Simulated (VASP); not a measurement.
# BN (P6_3mc) in VASP: notebook

BN is run at these levels: PBE; tasks: single point.

All numbers are computed with VASP 6.6.1; they aren't measurements. Logs are shortened: lines on timing, memory, paths and dates and some standing lists are left out, and cuts for length are marked.

**1. The cell of the first run**

It takes space group P6_3mc (No. 186, hexagonal). Conventional cell: a = 2.554 Å, b = 2.554 Å, c = 3.889 Å, α = 90.00°, β = 90.00°, γ = 120.00°. B (site symmetry 3m) has 4 N at 1.46 to 1.55 Å within 1.9 Å. N (site symmetry 3m) has 4 B at 1.46 to 1.55 Å within 1.9 Å.

**2. Single point, PBE (strain +0.000 along x and y, -0.080 along z)**

INCAR

```
SYSTEM = BN
ALGO     = Normal         ! electronic algorithm
EDIFF    = 1E-6           ! SCF threshold, eV
ENCUT    = 520            ! plane-wave cutoff, eV
GGA      = PE             ! functional
ISIF     = 2              ! what is computed and relaxed
ISMEAR   = 0              ! smearing method
LASPH    = .TRUE.         ! aspherical terms in the spheres
LCHARG   = .FALSE.        ! write CHGCAR
LREAL    = .FALSE.        ! projectors in reciprocal space
LWAVE    = .FALSE.        ! write WAVECAR
NBANDS   = 16             ! bands
NELM     = 100            ! most SCF steps
PREC     = Accurate       ! precision mode
SIGMA    = 0.05           ! smearing width, eV
```

KPOINTS

```
k-points
0
G
  12 12 6
  0 0 0
```

POSCAR

```
BN
1.0
    2.5539396017      0.0000000000      0.0000000000
   -1.2769698009      2.2117765748      0.0000000000
    0.0000000000      0.0000000000      3.8887066000
B N
2 2
Direct
    0.6666666667      0.3333333333      0.9997240000
    0.3333333333      0.6666666667      0.4997240000
    0.6666666667      0.3333333333      0.6252760000
    0.3333333333      0.6666666667      0.1252760000
```

Potentials or basis: VASP PAW PBE potentials, release 64 (B, N).

Started as:

```console
cat potpaw_PBE.64/B/POTCAR potpaw_PBE.64/N/POTCAR > POTCAR
mpirun -np 1 vasp_std > vasp.out
```

OUTCAR:

```text
SYSTEM = BN
   EDIFF = 1E-6
   ENCUT = 520
   GGA = PE
   ISIF = 2
   ISMEAR = 0
   LASPH = .TRUE.
   LREAL = .FALSE.
   NELM = 100
   PREC = Accurate

 ion  position               nearest neighbor table
   1  0.667  0.333  1.000-   3 1.46   4 1.55   4 1.55   4 1.55
   2  0.333  0.667  0.500-   4 1.46   3 1.55   3 1.55   3 1.55
   3  0.667  0.333  0.625-   1 1.46   2 1.55   2 1.55   2 1.55
   4  0.333  0.667  0.125-   2 1.46   1 1.55   1 1.55   1 1.55

  LATTYP: Found a hexagonal cell.
 ALAT       =     2.5539396017
 C/A-ratio  =     1.5226306047

  Lattice vectors:

 A1 = (   2.5539396017,   0.0000000000,   0.0000000000)
 A2 = (  -1.2769698009,   2.2117765748,   0.0000000000)
 A3 = (   0.0000000000,   0.0000000000,   3.8887066000)

Analysis of symmetry for initial positions (statically):
=====================================================================
 Subroutine PRICEL returns:
 Original cell was already a primitive cell.

 Routine SETGRP: Setting up the symmetry group for a
 hexagonal supercell.

 Subroutine GETGRP returns: Found 12 space group operations
 (whereof  6 operations were pure point group operations)
 out of a pool of 24 trial point group operations.

The static configuration has the point symmetry C_3v.
 The point group associated with its full space group is C_6v.

Analysis of symmetry for dynamics (positions and initial velocities):
=====================================================================
 Subroutine PRICEL returns:
 Original cell was already a primitive cell.

 Routine SETGRP: Setting up the symmetry group for a
 hexagonal supercell.

 Subroutine GETGRP returns: Found 12 space group operations
 (whereof  6 operations were pure point group operations)
 out of a pool of 24 trial point group operations.

The dynamic configuration has the point symmetry C_3v.
 The point group associated with its full space group is C_6v.

 Subroutine INISYM returns: Found 12 space group operations
 (whereof  6 operations are pure point group operations),
 and found     1 'primitive' translations

----------------------------------------------------------------------------------------

                                     Primitive cell

  volume of cell :      21.9663

  direct lattice vectors                    reciprocal lattice vectors
     2.553939602  0.000000000  0.000000000     0.391551938  0.226062617  0.000000000
    -1.276969801  2.211776575  0.000000000     0.000000000  0.452125233  0.000000000
     0.000000000  0.000000000  3.888706600     0.000000000  0.000000000  0.257154911

  length of vectors
     2.553939602  2.553939602  3.888706600     0.452125233  0.452125233  0.257154911

  position of ions in fractional coordinates (direct lattice)
     0.666666667  0.333333333  0.999724000
     0.333333333  0.666666667  0.499724000
     0.666666667  0.333333333  0.625276000
     0.333333333  0.666666667  0.125276000

  ion indices of the primitive-cell ions
   primitive index   ion index
                 1           1
                 2           2
                 3           3
                 4           4

----------------------------------------------------------------------------------------

 KPOINTS: k-points

Automatic generation of k-mesh.
 Grid dimensions read from file:
 generate k-points for:   12   12    6

 Generating k-lattice:

  Cartesian coordinates                     Fractional coordinates (reciprocal lattice)
     0.032629328  0.018838551  0.000000000     0.083333333 -0.000000000  0.000000000
     0.000000000  0.037677103  0.000000000     0.000000000  0.083333333  0.000000000
     0.000000000  0.000000000  0.042859152     0.000000000  0.000000000  0.166666667

  Length of vectors
     0.037677103  0.037677103  0.042859152

  Shift w.r.t. Gamma in fractional coordinates (k-lattice)
     0.000000000  0.000000000  0.000000000

 Subroutine IBZKPT returns following result:
 ===========================================

 Found     76 irreducible k-points:

 Following reciprocal coordinates:
            Coordinates               Weight
  0.000000  0.000000  0.000000      1.000000
  0.083333  0.000000  0.000000      6.000000
  0.166667  0.000000  0.000000      6.000000
  0.250000  0.000000  0.000000      6.000000
  0.333333  0.000000  0.000000      6.000000
  0.416667  0.000000  0.000000      6.000000
[... 16 lines left out ...]
  0.250000  0.000000  0.166667     12.000000
  0.333333  0.000000  0.166667     12.000000
 [... further k-points ...]
   k-points           NKPTS =     76   k-points in BZ     NKDIM =     76   number of bands    NBANDS=     16
   number of dos      NEDOS =    301   number of ions     NIONS =      4
   total plane-waves  NPLWV =  12000
   dimension x,y,z NGX =    20 NGY =   20 NGZ =   30
   dimension x,y,z NGXF=    40 NGYF=   40 NGZF=   60
   ions per type =               2   2
   NGX,Y,Z   is equivalent  to a cutoff of  13.02, 13.02, 12.83 a.u.
   NGXF,Y,Z  is equivalent  to a cutoff of  26.04, 26.04, 25.65 a.u.
 SYSTEM =  BN
   PREC   = accura    normal or accurate (medium, high low for compatibility)
   ISTART =      0    job   : 0-new  1-cont  2-samecut
   ICHARG =      2    charge: 1-file 2-atom 10-const
   ISPIN  =      1    spin polarized calculation?
   LNONCOLLINEAR =      F non collinear calculations
   LSORBIT =      F    spin-orbit coupling
   LASPH  =      T    aspherical Exc in radial PAW
   ENCUT  =  520.0 eV  38.22 Ry    6.18 a.u.   4.75  4.75  7.23*2*pi/ulx,y,z
   NELM   =    100;   NELMIN=  2; NELMDL= -5     # of ELM steps
   EDIFF  = 0.1E-05   stopping-criterion for ELM
   LREAL  =      F    real-space projection
   EDIFFG = 0.1E-04   stopping-criterion for IOM
   NSW    =      0    number of steps for IOM
   IBRION =     -1    ionic relax: 0-MD 1-quasi-New 2-CG
   NFREE  =      0    steps in history (QN), initial steepest desc. (CG)
   ISIF   =      2    stress and relaxation
   ISYM   =      2    0-nonsym 1-usesym 2-fastsym
   POTIM  = 0.5000    time-step for ionic-motion
   TEBEG  =    0.0;   TEEND  =   0.0 temperature during run
   PSTRESS=    0.0 pullay stress
   NELECT =      16.0000    total number of electrons
   NUPDOWN=      -1.0000    fix difference up-down
   EMIN   =  10.00;   EMAX   =-10.00  energy-range for DOS
   EFERMI =   0.00;   METHOD = LEGACY
   ISMEAR =     0;   SIGMA  =   0.05  broadening in eV -4-tet -1-fermi 0-gaus
   EFERMI_NEDOS =   21; number of points for ismear=-14 and -15
   IALGO  =     38    algorithm
   IMIX   =      4    mixing-type and parameters
     AMIX     =   0.40;   BMIX     =  1.00
     AMIX_MAG =   1.60;   BMIX_MAG =  1.00
  volume/ion in A,a.u.               =       5.49        37.06
  Fermi-wavevector in a.u.,A,eV,Ry     =   1.472976  2.783522 29.520012  2.169660
  Thomas-Fermi vector in A             =   2.587926
   LORBIT       =      0    0 simple, 1 ext, 2 COOP (PROOUT), +10 PAW based schemes
   GGA     = PE    functional components
   LHFCALC =     F    Hartree Fock is set to
   AEXX    =    0.0000 exact exchange contribution
   IVDW    =     0    specifies the selected vdW correction
   LEPSILON=     F    determine dielectric tensor
   LRPA    =     F    only Hartree local field effects (RPA)
 non-spin polarized calculation
 Gauss-broadening in eV      SIGMA  =   0.05
  energy-cutoff  :      520.00
  volume of cell :       21.97
 maximum number of plane-waves:       603
 NGX is ok and might be reduce to    20
   NGX =  9   NGY =  9   NGZ = 15

 number of electron      16.0000002 magnetization

 Free energy of the ion-electron system (eV)
  ---------------------------------------------------
  ext. energy  EPLUGINS =         0.00000000
  ---------------------------------------------------
  free energy    TOTEN  =       -34.23992361 eV

  energy without entropy =      -34.23992361  energy(sigma->0) =      -34.23992361

 E-fermi :   8.7951     XC(G=0): -13.1630

 val. band max:        8.4753698317   @ k =   0.0000   0.0000   0.0000
 cond. band min:      13.8286098436   @ k =   0.3333   0.3333   0.0000
 fundamental gap:      5.3532400120
 Fermi energy:         8.7950747004

 k-point     1 :       0.0000    0.0000    0.0000
  band No.  band energies     occupation
      1     -12.7989      2.00000
      2      -7.5311      2.00000
      3      -2.8582      2.00000
      4       5.4781      2.00000
      5       5.4781      2.00000
      6       8.2704      2.00000
[... 8 lines left out ...]
     15      20.9584      0.00000
     16      26.5945      0.00000

 k-point     2 :       0.0833    0.0000    0.0000
  band No.  band energies     occupation
      1     -12.6484      2.00000
      2      -7.4263      2.00000
      3      -2.7157      2.00000
      4       4.7973      2.00000
      5       5.1884      2.00000
      6       7.8043      2.00000
[... 8 lines left out ...]
     15      21.3661      0.00000
     16      26.1942      0.00000

 k-point     3 :       0.1667    0.0000    0.0000
  band No.  band energies     occupation
      1     -12.2012      2.00000
      2      -7.1333      2.00000
      3      -2.2940      2.00000
      4       3.1727      2.00000
      5       4.5118      2.00000
      6       6.5111      2.00000
[... 8 lines left out ...]
     15      22.5729      0.00000
     16      24.9124      0.00000

 k-point     4 :       0.2500    0.0000    0.0000
  band No.  band energies     occupation
      1     -11.4732      2.00000
      2      -6.7376      2.00000
      3      -1.6178      2.00000
      4       1.2959      2.00000
      5       3.7589      2.00000
      6       4.8476      2.00000
[... 8 lines left out ...]
     15      24.1649      0.00000
     16      24.7120      0.00000
[... 324 lines left out ...]
 k-point    22 :       0.1667    0.0000    0.1667
  band No.  band energies     occupation
      1     -12.0068      2.00000
      2      -7.8901      2.00000
      3      -1.2764      2.00000
      4       3.3785      2.00000
      5       4.6872      2.00000
      6       5.8822      2.00000
[... 8 lines left out ...]
     15      22.1445      0.00000
     16      25.3535      0.00000

 k-point    23 :       0.2500    0.0000    0.1667
  band No.  band energies     occupation
      1     -11.2843      2.00000
      2      -7.3938      2.00000
      3      -0.8723      2.00000
      4       1.6526      2.00000
      5       3.9426      2.00000
      6       4.1710      2.00000
[... 8 lines left out ...]
     15      23.7278      0.00000
     16      25.2560      0.00000

 k-point    24 :       0.3333    0.0000    0.1667
  band No.  band energies     occupation
      1     -10.3241      2.00000
      2      -6.9215      2.00000
      3      -1.1034      2.00000
      4       0.9409      2.00000
      5       2.4475      2.00000
      6       3.3169      2.00000
[... 8 lines left out ...]
     15      25.3043      0.00000
     16      26.1978      0.00000

 [... further k-points ...]
[... 5 lines left out ...]
  --------------------------------------------------------------------------------------
  -------------------------------------------------------------------------------------
  Total        0.9436004      0.9436004     15.0531081     -0.0000000     -0.0000000      0.0000000
  in kB       68.8242714     68.8242714   1097.9427857     -0.0000000     -0.0000000      0.0000000
  external PRESSURE =     411.8637762 kB  Pullay stress =       0.0000000 kB

 VOLUME and BASIS-vectors are now :
 -----------------------------------------------------------------------------
  energy-cutoff  :      520.00
  volume of cell :       21.97
      direct lattice vectors                 reciprocal lattice vectors
     2.553939602  0.000000000  0.000000000     0.391551938  0.226062617  0.000000000
    -1.276969801  2.211776575  0.000000000     0.000000000  0.452125233  0.000000000
     0.000000000  0.000000000  3.888706600     0.000000000  0.000000000  0.257154911

 POSITION                                       TOTAL-FORCE (eV/Angst)
 -----------------------------------------------------------------------------------
      1.27697      0.73726      3.88763         0.000000      0.000000      0.808914
     -0.00000      1.47452      1.94328        -0.000000     -0.000000      0.808914
      1.27697      0.73726      2.43151         0.000000     -0.000000     -0.808914
     -0.00000      1.47452      0.48716        -0.000000      0.000000     -0.808914
 -----------------------------------------------------------------------------------
    total drift:                                0.000000      0.000000     -0.000607

  FREE ENERGIE OF THE ION-ELECTRON SYSTEM (eV)
  ---------------------------------------------------
  free  energy   TOTEN  =       -34.2399236134 eV

  energy  without entropy=      -34.2399236134  energy(sigma->0) =      -34.23992361
```

It took 16 s on 1 thread of Intel Xeon 6975P-C, shared host; peak memory 0.14 GiB.

Results:

```
Free energy            : -34.2399 eV
Pressure               : 41.2 GPa
Largest force          : 0.809 eV/Å
Band gap on the k mesh : 5.35 eV, indirect (least direct gap 7.85 eV)
```

Forces on the atoms (eV/Å):
```
B    0.000  0.000  0.809
B    0.000  0.000  0.809
N    0.000  0.000 -0.809
N    0.000  0.000 -0.809
```

Stress tensor (GPa, compression positive):
```
  6.88   0.00   0.00
  0.00   6.88   0.00
  0.00   0.00 109.79
```

Caveat: the cell differs from its parent crystal (strain +0.000 along x and y, -0.080 along z). A k mesh can miss the band edges.

**3. Single point, PBE (strain -0.040 along x and y, +0.000 along z)**

INCAR

```
ALGO     = Normal         # electronic algorithm
EDIFF    = 1E-6           # SCF threshold, eV
ENCUT    = 520            # plane-wave cutoff, eV
GGA      = PE             # functional
ISIF     = 2              # what is computed and relaxed
ISMEAR   = 0              # smearing method
LASPH    = T              # aspherical terms in the spheres
LCHARG   = F              # write CHGCAR
LREAL    = F              # projectors in reciprocal space
LWAVE    = F              # write WAVECAR
NBANDS   = 16             # bands
NELM     = 80             # most SCF steps
PREC     = Accurate       # precision mode
SIGMA    = 0.05           # smearing width, eV
```

KPOINTS

```
k-points
0
Gamma
  12 12 6
```

POSCAR

```
BN
1.0
    2.4517820176      0.0000000000      0.0000000000
   -1.2258910088      2.1233055118      0.0000000000
    0.0000000000      0.0000000000      4.2268550000
B N
2 2
Direct
    0.6666666667      0.3333333333      0.9997240000
    0.3333333333      0.6666666667      0.4997240000
    0.6666666667      0.3333333333      0.6252760000
    0.3333333333      0.6666666667      0.1252760000
```

Potentials or basis: VASP PAW PBE potentials, release 64 (B, N).

Started as:

```console
cat potpaw_PBE.64/B/POTCAR potpaw_PBE.64/N/POTCAR > POTCAR
mpirun -np 1 vasp_std > vasp.out
```

Run time: 14 s. Hardware: 1 thread of Intel Xeon 6975P-C, shared host; peak memory 0.14 GiB.

The run converged. Its results:

```yaml
Free_energy: -34.5433 eV
Pressure: 36.5 GPa
Largest_force: 0.186 eV/Å
Band_gap_on_the_k_mesh: 4.89 eV, indirect (least direct gap 7.60 eV)
```

Forces on the atoms (eV/Å):
```
B    0.000  0.000 -0.186
B    0.000  0.000 -0.186
N    0.000  0.000  0.186
N    0.000  0.000  0.186
```

Stress tensor (GPa, compression positive):
```
52.17  0.00  0.00
 0.00 52.17  0.00
 0.00  0.00  5.12
```

Levels at points of the mesh, in eV from the valence-band top:
```
           k point  band 4  band 5  band 6  band 7  band 8  band 9  band 10  band 11  band 12  band 13
(0.00, 0.00, 0.00)   -1.97   -1.97   -0.53    0.00    0.00    7.60     9.05     9.05    11.28    12.38
(0.50, 0.00, 0.00)   -8.64   -7.29   -5.14   -4.74   -2.45    7.36     7.83    11.25    12.29    12.61
(0.00, 0.00, 0.50)   -6.48   -1.08   -1.08   -1.08   -1.08   10.57    10.57    10.57    10.57    10.60
(0.50, 0.00, 0.50)  -10.69   -4.06   -4.06   -3.98   -3.98    6.62     6.62    10.35    10.35    15.00
```

Caveat: the cell differs from its parent crystal (strain -0.040 along x and y, +0.000 along z). A k mesh can miss the band edges.

(Continued in part 2 of 2.)
